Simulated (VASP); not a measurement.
CuAu: single point with PBE

Crystal: CuAu.

```
Cu Au
1.0
     2.88400    0.00000    0.00000
     0.00000    2.88400    0.00000
     0.00000    0.00000    3.61495
Cu Au
1 1
Direct
  0.50000 0.50000 0.50000
  0.00000 0.00000 0.00000
```

This cell differs from its parent crystal: strain +0.030 along x and y, -0.015 along z.

| Quantity | Value |
| --- | --- |
| Program | VASP 6.6.1 |
| Task | single point |
| Functional | PBE |
| Potentials or basis | VASP PAW PBE potentials, release 64 (Cu, Au) |
| Cutoff | 520 eV |
| k mesh | 18 × 18 × 14 |
| Occupations | gaussian, width 0.15 eV |
| Spin | no spin polarisation |

```
Pressure               : -0.2 GPa
Band gap on the k mesh : zero (band 11 reaches 13.29 eV, above the bottom of band 12 at 6.28 eV)
```

Stress tensor (GPa, compression positive):
```
-0.34  0.00  0.00
 0.00 -0.34  0.00
 0.00  0.00 -0.01
```

Levels at points of the mesh, in eV from the Fermi level:
```
           k point  band 7  band 8  band 9  band 10  band 11  band 12  band 13  band 14  band 15  band 16
(0.00, 0.00, 0.00)   -2.66   -2.05   -1.68    -1.48    -1.48     2.77     8.52     9.33     9.33    15.87
(0.50, 0.00, 0.00)   -2.88   -2.87   -2.38    -2.18    -0.99    -0.46     9.79     9.82    11.44    11.68
(0.50, 0.50, 0.00)   -1.72   -1.69   -1.35    -1.35     0.48     0.48     4.49     6.32    10.34    11.79
(0.00, 0.00, 0.50)   -3.08   -2.83   -2.32    -2.32    -2.19    -2.00    13.89    14.05    14.05    14.63
(0.50, 0.00, 0.50)   -1.95   -1.76   -1.54    -1.51    -0.91    -0.91     2.44     4.31    15.38    15.47
(0.50, 0.50, 0.50)   -3.05   -2.07   -1.84    -1.68     5.02     5.40     5.40     5.54     6.57     7.00
```

Wall time 86 s on 1 thread of Intel(R) Xeon(R) 6975P-C (Granite Rapids), with other jobs on the host, peak memory 0.35 GiB.

Caveat: the cell differs from its parent crystal (strain +0.030 along x and y, -0.015 along z); spin-orbit coupling is left out, which moves the levels of the heavy elements.
